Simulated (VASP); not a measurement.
# SeS (C2) in VASP: notebook, part 2 of 2

VASP 6.6.1. The steps go on from the part before.

**3. Relaxation of cell and atoms, PBE**

This run uses another cell than the first one, of 24.48 Å³/atom, 0.645 times its volume.

Input file INCAR:

```
SYSTEM = SeS
ALGO     = Normal         ! electronic algorithm
EDIFF    = 1E-6           ! SCF threshold, eV
EDIFFG   = -0.04          ! ionic threshold
ENCUT    = 600            ! plane-wave cutoff, eV
GGA      = PE             ! functional
IBRION   = 2              ! ionic algorithm
ISIF     = 3              ! what is computed and relaxed
ISMEAR   = 0              ! smearing method
LASPH    = .TRUE.         ! aspherical terms in the spheres
LCHARG   = .FALSE.        ! write CHGCAR
LREAL    = .FALSE.        ! projectors in reciprocal space
LWAVE    = .FALSE.        ! write WAVECAR
NELM     = 60             ! most SCF steps
NSW      = 90             ! ionic steps
PREC     = Accurate       ! precision mode
SIGMA    = 0.1            ! smearing width, eV
```

Input file KPOINTS:

```
k-points
0
G
  4 4 4
  0 0 0
```

Input file POSCAR:

```
SeS
1.0
    3.5431105096     -2.4775648733      0.0000000000
    3.5431105096      2.4775648733      0.0000000000
   -0.9933249917      0.0000000000      5.5774511392
Se S
2 2
Direct
    0.5834427822      0.7498905511      0.2456523886
    0.2501094489      0.4165572178      0.7543476114
    0.9264855283      0.4068478051      0.2598188616
    0.5931521949      0.0735144717      0.7401811384
```

Potentials or basis: VASP PAW PBE potentials, release 64 (Se, S).

Launch:

```bash
$ cat potpaw_PBE.64/Se/POTCAR potpaw_PBE.64/S/POTCAR > POTCAR
$ mpirun -np 1 vasp_std > vasp.out
```

OUTCAR:

```text
SYSTEM = SeS
   EDIFF = 1E-6
   EDIFFG = -0.04
   ENCUT = 600
   GGA = PE
   IBRION = 2
   ISIF = 3
   ISMEAR = 0
   LASPH = .TRUE.
   LREAL = .FALSE.
   NELM = 60
   NSW = 90
   PREC = Accurate

 ion  position               nearest neighbor table
   1  0.583  0.750  0.246-   3 1.70
   2  0.250  0.417  0.754-   4 1.70
   3  0.926  0.407  0.260-   1 1.70
   4  0.593  0.074  0.740-   2 1.70

  LATTYP: Found a base centered monoclinic cell.
 ALAT       =     7.0862210192
 B/A-ratio  =     0.6992626582
 C/A-ratio  =     0.7994690713
 COS(beta)  =    -0.1753375773

  Lattice vectors:

 A1 = (   3.5431105096,  -2.4775648733,   0.0000000000)
 A2 = (   3.5431105096,   2.4775648733,   0.0000000000)
 A3 = (  -0.9933249917,   0.0000000000,   5.5774511392)

Analysis of symmetry for initial positions (statically):
[... 741 lines left out ...]
      6      -4.1188      2.00000
[... 8 lines left out ...]
     15       0.6314      0.00000
     16       0.8568      0.00000

[... ionic steps 4 to 49 ...]

--------------------------------------- Ionic step       50  -------------------------------------------

 number of electron      24.0000000 magnetization

------------------------ aborting loop because EDIFF is reached ----------------------------------------
[... 71 lines left out ...]
--------------------------------------- Ionic step       52  -------------------------------------------

 number of electron      23.9999997 magnetization

 Free energy of the ion-electron system (eV)
  ---------------------------------------------------
  ext. energy  EPLUGINS =         0.00000000
  ---------------------------------------------------
  free energy    TOTEN  =       -14.04275694 eV

  energy without entropy =      -14.03933539  energy(sigma->0) =      -14.04104616

 E-fermi :   1.9369     XC(G=0):  -8.0863

 val. band max:        1.9223451855   @ k =   0.0000   0.0000   0.0000
 cond. band min:       2.1114276133   @ k =   0.5000   0.2500   0.5000
 fundamental gap:      0.1890824278
 Fermi energy:         1.9368979984

 k-point     1 :       0.0000    0.0000    0.0000
  band No.  band energies     occupation
      1     -14.2082      2.00000
      2     -12.1397      2.00000
      3      -9.5649      2.00000
      4      -8.2483      2.00000
      5      -4.8704      2.00000
      6      -4.0664      2.00000
[... 476 lines left out ...]
  FREE ENERGIE OF THE ION-ELECTRON SYSTEM (eV)
  ---------------------------------------------------
  free  energy   TOTEN  =       -14.0427569354 eV

  energy  without entropy=      -14.0393353914  energy(sigma->0) =      -14.04104616

 reached required accuracy - stopping structural energy minimisation
```

OSZICAR:

```text
N       E                     dE             d eps       ncg     rms          rms(c)
DAV:   1     0.164030887380E+03    0.16403E+03   -0.11630E+04   768   0.144E+03
DAV:   2     0.125981809771E+01   -0.16277E+03   -0.16113E+03  1048   0.227E+02
[... 476 lines left out ...]
DAV:   2    -0.140453113245E+02   -0.37454E-03   -0.49365E-02  1040   0.148E+00    0.222E-01
DAV:   3    -0.140434508649E+02    0.18605E-02   -0.15591E-03   880   0.268E-01    0.130E-01
DAV:   4    -0.140427441969E+02    0.70667E-03   -0.18231E-03   944   0.248E-01    0.308E-02
DAV:   5    -0.140427521738E+02   -0.79769E-05   -0.10649E-04   936   0.723E-02    0.208E-02
DAV:   6    -0.140427552687E+02   -0.30949E-05   -0.94668E-06  1032   0.209E-02    0.935E-03
DAV:   7    -0.140427568233E+02   -0.15546E-05   -0.30147E-06   832   0.118E-02    0.209E-03
DAV:   8    -0.140427569354E+02   -0.11207E-06   -0.23997E-07   512   0.373E-03
  52 F= -.14042757E+02 E0= -.14041046E+02  d E =-.415313E-02
```

CONTCAR:

```text
SeS
   1.00000000000000
     4.3135812438359276   -2.5732470261675653   -0.5225744486087051
     4.3135812438359276    2.5732470261675653   -0.5225744486087051
    -1.9854450973704911    0.0000000000000000    5.4744527421967568
  Se              S
     2     2
Direct
     0.5162602914488945    0.7577208078019408    0.2635900519216279
     0.2422791921980591    0.4837397085511054    0.7364099480783719
     0.9437571726093132    0.3491067019562678    0.2768217832474399
     0.6508932980437321    0.0562428273906866    0.7231782167525600

  0.00000000E+00  0.00000000E+00  0.00000000E+00
  0.00000000E+00  0.00000000E+00  0.00000000E+00
  0.00000000E+00  0.00000000E+00  0.00000000E+00
  0.00000000E+00  0.00000000E+00  0.00000000E+00
```

Run time: 10 min. Hardware: 1 thread of AMD EPYC 9R45 (Zen 5), shared host; peak memory 0.24 GiB.

What came out:

```yaml
Free_energy: -14.0428 eV
Relaxed_volume: 29.05 Å³/atom
Relaxed_cell: a = 5.050 Å, b = 5.050 Å, c = 5.823 Å, α = 112.86°, β = 112.86°, γ = 61.27°
Space_group_after_relaxing_to_0.05_Å: C2 (No. 5)
Energy_gained_by_relaxing: 1448.3 meV/atom
Ionic_steps: 52
Pressure_after_relaxing: 0.0 GPa
Largest_force_after_relaxing: 0.036 eV/Å
Band_gap_on_the_k_mesh: zero (band 12 reaches 2.48 eV, above the bottom of band 13 at 1.51 eV)
```

Forces in eV/Å, atoms in the order of the input:
```
Se   0.006 -0.001  0.036
Se  -0.006 -0.001 -0.036
S   -0.011  0.001  0.028
S    0.011  0.001 -0.028
```

The path:
```tsv
step	energy change (eV)	largest force (eV/Å)	pressure (GPa)	volume (Å³)
1	0.0000	19.8696	38.08	97.92
3	-3.0653	3.5119	-8.05	178.15
5	-2.8040	2.4015	-9.28	137.00
7	-4.0551	0.7614	-9.85	107.69
9	-4.4997	0.9596	-6.62	100.36
11	-4.6634	1.5327	-5.49	98.53
13	-4.7156	1.7657	-5.17	98.07
15	-4.7298	1.8230	-5.08	97.96
17	-4.7334	1.8357	-5.07	97.93
19	-4.7343	1.8393	-5.06	97.92
21	-5.2154	0.5920	2.83	90.46
23	-5.5126	0.5429	3.86	92.06
25	-5.5748	0.3594	0.36	95.33
27	-5.6804	0.1602	-0.41	104.56
29	-5.6935	0.1115	-0.39	110.78
31	-5.6980	0.1835	0.19	110.36
33	-5.7225	0.1977	-0.42	111.35
35	-5.7365	0.1949	-0.45	110.88
37	-5.7421	0.2695	-0.38	110.34
39	-5.7496	0.1591	0.56	109.41
41	-5.7562	0.1951	0.31	110.10
43	-5.7716	0.1242	0.21	112.12
45	-5.7824	0.1142	0.06	115.84
47	-5.7846	0.0716	-0.40	116.62
49	-5.7873	0.0679	-0.32	116.64
51	-5.7910	0.0857	-0.10	116.51
52	-5.7931	0.0362	0.05	116.19
```

Final structure:
```
Se S
1.0
     4.31358   -2.57325   -0.52257
     4.31358    2.57325   -0.52257
    -1.98545    0.00000    5.47445
Se S
2 2
Direct
  0.51626 0.75772 0.26359
  0.24228 0.48374 0.73641
  0.94376 0.34911 0.27682
  0.65089 0.05624 0.72318
```

Levels at points of the mesh, in eV from the Fermi level:
```tsv
k point	band 9	band 10	band 11	band 12	band 13	band 14	band 15	band 16
(0.00, 0.00, 0.00)	-2.26	-1.16	-0.81	-0.01	1.12	1.25	3.99	4.41
(0.50, 0.00, 0.00)	-2.99	-2.78	-1.08	-0.81	0.69	0.95	1.47	1.91
(0.50, 0.50, 0.00)	-3.45	-3.26	-2.27	-0.53	0.95	4.36	4.62	5.01
(0.00, 0.00, 0.50)	-3.36	-2.67	-2.25	-1.41	0.94	4.32	4.56	4.75
(0.50, 0.00, 0.50)	-2.97	-2.76	-0.97	-0.23	0.71	0.95	1.41	1.89
(0.50, 0.50, 0.50)	-2.26	-1.11	-0.28	0.54	1.13	1.23	4.45	5.36
```

Caveat: the k points lie up to 0.37 Å⁻¹ apart in the final cell; the volume moved by over 15 % at a fixed basis, so the end points are rough.
